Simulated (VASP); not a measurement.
Wanted: the native input for a VASP 6.6.1 run.

- Task: single point
- Functional: r2SCAN
- Potentials or basis: VASP PAW PBE potentials, release 64 (Fe, Si)
- Cutoff: 520 eV
- k mesh: 12 × 12 × 12
- Occupations: fermi-dirac, width 0.05 eV
- Spin: collinear spin, ferromagnetic start
- Starting moments: [2.5, 0.0] μB
- Dipole correction: no
- Further INCAR settings: ALGO = Normal; EDIFF = 1e-07; NBANDS = 17

The system is FeSi (zincblende type).

```
Fe Si
1.0
     0.00000    2.57416    2.57416
     2.57416    0.00000    2.57416
     2.57416    2.57416    0.00000
Fe Si
1 1
Direct
  0.00000 0.00000 0.00000
  0.25000 0.25000 0.25000
```

The input as run:

POSCAR

```
FeSi
1.0
    0.0000000000      2.5741573538      2.5741573538
    2.5741573538      0.0000000000      2.5741573538
    2.5741573538      2.5741573538      0.0000000000
Fe Si
1 1
Direct
    0.0000000000      0.0000000000      0.0000000000
    0.2500000000      0.2500000000      0.2500000000
```

INCAR.step1

```
PREC = Accurate
ENCUT = 520
ISMEAR = -1
SIGMA = 0.05
LREAL = F
LASPH = T
NELM = 150
ISPIN = 2
MAGMOM = 2.5 0
LMAXMIX = 4
NBANDS = 17
GGA = PE
ALGO = Normal
EDIFF = 1E-4
LWAVE = T
LCHARG = F
```

INCAR.step2

```
PREC = Accurate
ENCUT = 520
EDIFF = 1E-7
ISMEAR = -1
SIGMA = 0.05
LREAL = F
LASPH = T
NELM = 150
ALGO = Normal
ISIF = 2
LWAVE = F
LCHARG = F
ISPIN = 2
MAGMOM = 2.5 0
LORBIT = 11
LMAXMIX = 4
METAGGA = R2SCAN
LMIXTAU = T
NBANDS = 17
ISTART = 1
```

KPOINTS

```
regular mesh
0
Gamma
  12 12 12
```

Potentials or basis: VASP PAW PBE potentials, release 64 (Fe, Si).

Run with:

```console
$ cat potpaw_PBE.64/Fe/POTCAR potpaw_PBE.64/Si/POTCAR > POTCAR
$ cp INCAR.step1 INCAR
$ mpirun -np 1 vasp_std > vasp.out
$ cp INCAR.step2 INCAR
$ mpirun -np 1 vasp_std > vasp.out
```

Results of the run:

| Item | Value |
| --- | --- |
| Pressure | 7.0 GPa |
| Net moment | 1.87 μB per cell |
| Site moments | Fe +2.13; Si -0.17 μB |
| Valence electrons inside the program's atomic spheres | Fe 7.36; Si 1.76 |

Caveat: the cell stands under pressure; the PAW data sets were made with another functional, which shifts forces and pressure a little.

Wall time 3.7 min on 1 thread of Intel(R) Xeon(R) 6975P-C (Granite Rapids), with other jobs on the host, peak memory 0.22 GiB.
